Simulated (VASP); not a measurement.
# C (I4_1/amd) in VASP: further runs, part 2 of 2

VASP 6.6.1. Earlier steps stand in the parts before.

### Step 3. Single point, PBE

This run uses another cell than the first one, of the same volume but with other edges.

INCAR reads:

```
SYSTEM = C
  PREC = Accurate
  ENCUT = 520
  EDIFF = 1E-6
  ISMEAR = 0
  SIGMA = 0.05
  LREAL = .False.
  LASPH = .True.
  NELM = 100
  ALGO = Normal
  ISIF = 2
  LWAVE = .False.
  LCHARG = .False.
  GGA = PE
  NBANDS = 11
```

KPOINTS reads:

```
regular mesh
0
Gamma
  12 12 12
  0 0 0
```

POSCAR reads:

```
C
1.0
    0.0000000000      1.5909913681      2.2496617945
    1.5909913681      0.0000000000      2.2496617945
    1.5909913681      1.5909913681      0.0000000000
C
2
Direct
    0.5000000000      0.5000000000      0.5000000000
    0.7500000000      0.7500000000      0.7500000000
```

Potentials or basis: VASP PAW PBE potentials, release 64 (C).

Run with:

```sh
$ cat potpaw_PBE.64/C/POTCAR > POTCAR
$ mpirun -np 1 vasp_std > vasp.out
```

OUTCAR:

```text
SYSTEM = C
   PREC = Accurate
   ENCUT = 520
   EDIFF = 1E-6
   ISMEAR = 0
   LREAL = .False.
   LASPH = .True.
   NELM = 100
   ISIF = 2
   GGA = PE

 ion  position               nearest neighbor table
   1  0.500  0.500  0.500-   2 1.59   2 1.59   2 1.59   2 1.59
   2  0.750  0.750  0.750-   1 1.59   1 1.59   1 1.59   1 1.59

  LATTYP: Found a body centered tetragonal cell.
 ALAT       =     2.2500015704
 C/A-ratio  =     1.9996979772

  Lattice vectors:

[... 514 lines left out ...]
      4      10.4732      2.00000
      5      14.9024      0.00000
      6      20.4880      0.00000
      7      22.5259      0.00000
      8      23.9033      0.00000
      9      31.0215      0.00000
     10      32.9341      0.00000
     11      36.2550      0.00000

 [... further k-points ...]
[... 5 lines left out ...]
  --------------------------------------------------------------------------------------
  -------------------------------------------------------------------------------------
  Total        9.7900419      9.7900419    -18.0057232      0.0000000     -0.0000000      0.0000000
  in kB     1377.2483348   1377.2483348  -2533.0180096      0.0000000     -0.0000000      0.0000000
  external PRESSURE =      73.8262200 kB  Pullay stress =       0.0000000 kB

 VOLUME and BASIS-vectors are now :
 -----------------------------------------------------------------------------
  energy-cutoff  :      520.00
  volume of cell :       11.39
      direct lattice vectors                 reciprocal lattice vectors
     0.000000000  1.590991368  2.249661795    -0.314269461  0.314269461  0.222255630
     1.590991368  0.000000000  2.249661795     0.314269461 -0.314269461  0.222255630
     1.590991368  1.590991368  0.000000000     0.314269461  0.314269461 -0.222255630

 POSITION                                       TOTAL-FORCE (eV/Angst)
 -----------------------------------------------------------------------------------
      1.59099      1.59099      2.24966         0.000000      0.000000      0.000000
      2.38649      2.38649      3.37449        -0.000000     -0.000000     -0.000000
 -----------------------------------------------------------------------------------
    total drift:                                0.000000     -0.000000      0.000000

  FREE ENERGIE OF THE ION-ELECTRON SYSTEM (eV)
  ---------------------------------------------------
  free  energy   TOTEN  =       -15.0349093874 eV

  energy  without entropy=      -15.0344086322  energy(sigma->0) =      -15.03465901
```

OSZICAR:

```text
N       E                     dE             d eps       ncg     rms          rms(c)
DAV:   1     0.247693778166E+01    0.24769E+01   -0.46931E+03  3808   0.698E+02
DAV:   2    -0.151448244226E+02   -0.17622E+02   -0.16760E+02  4492   0.121E+02
DAV:   3    -0.155022308731E+02   -0.35741E+00   -0.35619E+00  4242   0.131E+01
DAV:   4    -0.155027746577E+02   -0.54378E-03   -0.54377E-03  3921   0.636E-01
DAV:   5    -0.155027752719E+02   -0.61417E-06   -0.61425E-06  4240   0.198E-02    0.497E+00
DAV:   6    -0.151494920979E+02    0.35328E+00   -0.18436E-01  3826   0.301E+00    0.295E+00
DAV:   7    -0.150338502623E+02    0.11564E+00   -0.22142E-01  4021   0.335E+00    0.651E-01
DAV:   8    -0.150348692230E+02   -0.10190E-02   -0.59051E-03  3769   0.597E-01    0.326E-02
DAV:   9    -0.150348944994E+02   -0.25276E-04   -0.17142E-05  4206   0.378E-02    0.236E-02
DAV:  10    -0.150349096430E+02   -0.15144E-04   -0.11191E-05  3757   0.297E-02    0.611E-03
DAV:  11    -0.150349093874E+02    0.25560E-06   -0.17254E-07  2609   0.348E-03
   1 F= -.15034909E+02 E0= -.15034659E+02  d E =-.500755E-03
```

Wall time 12 s (1 thread of Intel Xeon Platinum 8259CL at 2.50GHz (Skylake/Cascade Lake), shared host); peak memory 0.12 GiB.

What came out:

- Free energy: -15.0349 eV
- Pressure: 7.4 GPa
- Band gap on the k mesh: zero (band 4 reaches 12.34 eV, above the bottom of band 5 at 11.60 eV)

Stress tensor (GPa, compression positive):
```
 137.72    0.00    0.00
   0.00  137.72    0.00
   0.00    0.00 -253.30
```

### Step 4. Single point, PBE

This run uses another cell than the first one, of the same volume but with other edges.

INCAR reads:

```
PREC = Accurate ; ENCUT = 520
EDIFF = 1E-6 ; ISMEAR = 0
SIGMA = 0.05 ; LREAL = F
LASPH = T ; NELM = 60
ALGO = Normal ; ISIF = 2
LWAVE = F ; LCHARG = T
GGA = PE ; LELF = T
LVHAR = T ; NBANDS = 11
```

KPOINTS reads:

```
regular mesh
0
Gamma
  12 12 12
```

POSCAR reads:

```
C
1.0
    0.0000000000      1.8851445259      1.6023728470
    1.8851445259      0.0000000000      1.6023728470
    1.8851445259      1.8851445259      0.0000000000
C
2
Direct
    0.5000000000      0.5000000000      0.5000000000
    0.7500000000      0.7500000000      0.7500000000
```

Run with:

```sh
$ cat potpaw_PBE.64/C/POTCAR > POTCAR
$ mpirun -np 1 vasp_std > vasp.out
```

Wall time 12 s (1 thread of Intel Xeon Platinum 8259CL at 2.50GHz (Skylake/Cascade Lake), shared host); peak memory 0.12 GiB.

Results (log left out):

- Free energy: -17.6723 eV
- Pressure: 1.1 GPa
- Band gap on the k mesh: 0.30 eV, indirect (least direct gap 3.14 eV)

Stress tensor (GPa, compression positive):
```
-40.53   0.00   0.00
  0.00 -40.53   0.00
  0.00   0.00  84.27
```

Levels at points of the mesh, in eV from the valence-band top:
```
           k point  band 2  band 3  band 4  band 5  band 6  band 7
(0.00, 0.00, 0.00)   -2.05   -2.05    0.00    3.14    5.13    5.13
(0.50, 0.00, 0.00)  -14.62   -5.38   -2.94    4.73    6.34   10.01
(0.50, 0.50, 0.00)  -12.33   -9.07   -9.07    1.00    1.00   15.70
(0.50, 0.00, 0.50)  -14.87   -6.62   -6.62    4.86    4.86   13.95
```

 A k mesh can miss the band edges.

### Step 5. Single point, PBE

This run uses another cell than the first one, of the same volume but with other edges.

INCAR reads:

```
SYSTEM = C
ALGO = Normal
EDIFF = 1E-7
ENCUT = 520
GGA = PE
ISIF = 2
ISMEAR = 0
LASPH = .True.
LCHARG = .True.
LELF = .True.
LREAL = .False.
LVHAR = .True.
LWAVE = .False.
NBANDS = 11
NELM = 80
PREC = Accurate
SIGMA = 0.05
```

KPOINTS reads:

```
k-points
0
Gamma
  12 12 12
  0 0 0
```

POSCAR reads:

```
C
1.0
    0.0000000000      1.6804433556      2.0165320268
    1.6804433556      0.0000000000      2.0165320268
    1.6804433556      1.6804433556      0.0000000000
C
2
Direct
    0.5000000000      0.5000000000      0.5000000000
    0.7500000000      0.7500000000      0.7500000000
```

Run with:

```sh
$ cat potpaw_PBE.64/C/POTCAR > POTCAR
$ mpirun -np 1 vasp_std > vasp.out
```

Wall time 14 s (1 thread of Intel Xeon Platinum 8259CL at 2.50GHz (Skylake/Cascade Lake), shared host); peak memory 0.12 GiB.

Results (log left out):

```yaml
Free_energy: -17.3713 eV
Pressure: 2.0 GPa
Band_gap_on_the_k_mesh: 1.87 eV, indirect (least direct gap 4.03 eV)
```

Stress tensor (GPa, compression positive):
```
  67.88    0.00    0.00
   0.00   67.88    0.00
   0.00    0.00 -129.66
```

Levels at points of the mesh, in eV from the valence-band top:
| k point | band 2 | band 3 | band 4 | band 5 | band 6 | band 7 |
| --- | --- | --- | --- | --- | --- | --- |
| (0.00, 0.00, 0.00) | -3.30 | 0.00 | 0.00 | 4.03 | 4.03 | 6.25 |
| (0.50, 0.00, 0.00) | -14.36 | -5.60 | -2.00 | 3.71 | 8.00 | 10.59 |
| (0.50, 0.50, 0.00) | -15.57 | -5.39 | -5.39 | 6.59 | 6.59 | 14.63 |
| (0.50, 0.00, 0.50) | -12.81 | -8.00 | -8.00 | 2.45 | 2.45 | 14.30 |

 A k mesh can miss the band edges.

### Step 6. Single point, PBE

This run uses another cell than the first one, of the same volume but with other edges.

INCAR reads:

```
PREC = Accurate ; ENCUT = 520
EDIFF = 1E-6 ; ISMEAR = 0
SIGMA = 0.05 ; LREAL = False
LASPH = True ; NELM = 60
ALGO = Normal ; ISIF = 2
LWAVE = False ; LCHARG = True
GGA = PE ; LELF = True
LVHAR = True ; NBANDS = 11
```

KPOINTS reads:

```
regular mesh
0
Gamma
  12 12 12
```

POSCAR reads:

```
C
1.0
    0.0000000000      1.9399301478      1.5131455153
    1.9399301478      0.0000000000      1.5131455153
    1.9399301478      1.9399301478      0.0000000000
C
2
Direct
    0.5000000000      0.5000000000      0.5000000000
    0.7500000000      0.7500000000      0.7500000000
```

Potentials or basis: VASP PAW PBE potentials, release 64 (C).

Run with:

```sh
$ cat potpaw_PBE.64/C/POTCAR > POTCAR
$ mpirun -np 1 vasp_std > vasp.out
```

Run time: 13 s. Hardware: 1 thread of Intel Xeon Platinum 8259CL at 2.50GHz (Skylake/Cascade Lake), shared host; peak memory 0.12 GiB.

Results (log left out):

* Free energy: -17.0752 eV
* Pressure: 1.3 GPa
* Band gap on the k mesh: zero (band 4 reaches 11.68 eV, above the bottom of band 5 at 10.14 eV)

Stress tensor (GPa, compression positive):
```
-53.57   0.00   0.00
  0.00 -53.57   0.00
  0.00   0.00 111.04
```

Levels at points of the mesh, in eV from the Fermi level:
```csv
k point,band 1,band 2,band 3,band 4,band 5,band 6,band 7,band 8
"(0.00, 0.00, 0.00)",-22.43,-1.99,-1.99,0.92,3.17,6.16,6.16,11.50
"(0.50, 0.00, 0.00)",-16.40,-14.16,-5.49,-2.22,3.85,6.28,10.90,15.12
"(0.50, 0.50, 0.00)",-10.99,-10.99,-9.34,-9.34,0.28,0.28,16.06,16.06
"(0.50, 0.00, 0.50)",-14.87,-14.87,-5.55,-5.55,6.19,6.19,12.98,12.98
```

### Step 7. Summary

| cell | gap on the mesh (eV) | pressure (GPa) |
| --- | --- | --- |
| a = 2.455, b = 2.455, c = 2.835 Å, angles 54.7, 54.7, 70.5°, 2 atoms | none | 0.9 |
| a = 2.755, b = 2.755, c = 2.250 Å, angles 65.9, 65.9, 48.2°, 2 atoms | none | 7.4 |
| a = 2.474, b = 2.474, c = 2.666 Å, angles 57.4, 57.4, 65.2°, 2 atoms | 0.30 | 1.1 |
| a = 2.625, b = 2.625, c = 2.377 Å, angles 63.1, 63.1, 53.8°, 2 atoms | 1.87 | 2.0 |
| a = 2.460, b = 2.460, c = 2.743 Å, angles 56.1, 56.1, 67.8°, 2 atoms | none | 1.3 |

Alike in all rows: task single point; level PBE; potentials or basis VASP PAW PBE potentials, release 64 (C); no spin polarisation; k mesh 12 × 12 × 12; cutoff (eV) 520; smearing gaussian 0.05 eV.

Absolute energies hang on the potentials; compare differences alone.
